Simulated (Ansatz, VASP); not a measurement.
# Two plane-wave programs on Cu

```
Cu
1.0
     1.14789   -4.39501    0.00000
     1.14789    4.39501    0.00000
     0.00000    0.00000    2.46756
Cu
2
Direct
  0.13385 0.86615 0.25000
  0.86615 0.13385 0.75000
```

Change from the starting cell: normal strain along x -0.0550, normal strain along y +0.1100.

Alike in both runs: task single point; functional PBEsol; k mesh 20 × 20 × 18; occupations gaussian, width 0.15 eV; no spin polarisation.

|  | VASP | Ansatz |
| --- | --- | --- |
| version | VASP 6.6.1 | Ansatz 0.2.0 |
| potentials or method | VASP PAW PBE potentials, release 64 (Cu), cutoff 520 eV | scalar-relativistic, plane waves, PAW |
| valence electrons in the cell | 22 | 38 |

|  | VASP | Ansatz | Ansatz less VASP |
| --- | --- | --- | --- |
| gap on the k mesh at the Fermi level (eV) | none | none | - |
| pressure (GPa) | -3.3 | -3.8 | -0.52 |
| traceless stress, the component that is largest in VASP (GPa) | 18.62 | 18.73 | +0.108 |
| rms of the force components (eV/Å) | 0.055 | 0.050 | -0.0045 |

VASP's potentials were made for PBE, not for PBEsol, and Ansatz warns of the same on its side. Atom by atom the forces differ by 0.004 eV/Å (rms over components). A gap of «none» marks a metal or a gap that the smearing closes. VASP's potentials hold 22 valence electrons a cell and Ansatz's 38, so a difference there can come from the potentials and not from the codes.
